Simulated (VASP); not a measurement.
Here is a VASP 6.6.1 calculation.

File INCAR:

```
ALGO = Normal ; EDIFF = 1E-7
ENCUT = 520 ; GGA = PE
ISIF = 2 ; ISMEAR = 0
LASPH = T ; LCHARG = F
LREAL = Auto ; LWAVE = F
NBANDS = 46 ; NELM = 60
PREC = Accurate ; SIGMA = 0.01
```

KPOINTS

```
k-points
0
Gamma
  2 2 2
```

File POSCAR:

```
AlAs
1.0
    0.0000000000      5.7279123210     -5.7279123210
    5.7279123210      5.7279123210      0.0000000000
    5.7279123210      0.0000000000     -5.7279123210
Al As
8 8
Direct
    0.0000000000      0.0000000000      0.5000000000
    0.0000000000      0.5000000000      0.5000000000
    0.5000000000      0.0000000000      0.5000000000
    0.5000000000      0.5000000000      0.5000000000
    0.0000000000      0.0000000000      1.0000000000
    0.0000000000      0.5000000000      1.0000000000
    0.5000000000      0.0000000000      1.0000000000
    0.5000000000      0.5000000000      1.0000000000
    0.1250000000      0.1250000000      0.1250000000
    0.1250000000      0.6250000000      0.1250000000
    0.6250000000      0.1250000000      0.1250000000
    0.6250000000      0.6250000000      0.1250000000
    0.1250000000      0.1250000000      0.6250000000
    0.1250000000      0.6250000000      0.6250000000
    0.6250000000      0.1250000000      0.6250000000
    0.6250000000      0.6250000000      0.6250000000
```

Potentials or basis: VASP PAW PBE potentials, release 64 (Al, As).

Run with:

```sh
$ cat potpaw_PBE.64/Al/POTCAR potpaw_PBE.64/As/POTCAR > POTCAR
$ mpirun -np 1 vasp_std > vasp.out
```

Task: Estimate the band gap on the k mesh.

Result: 1.47 eV.

Task: What does it give for the pressure?

Result: 0.4 GPa.

Caveat: the k points lie up to 0.47 Å⁻¹ apart. As with any semilocal functional, this PBE gap is likely too small.
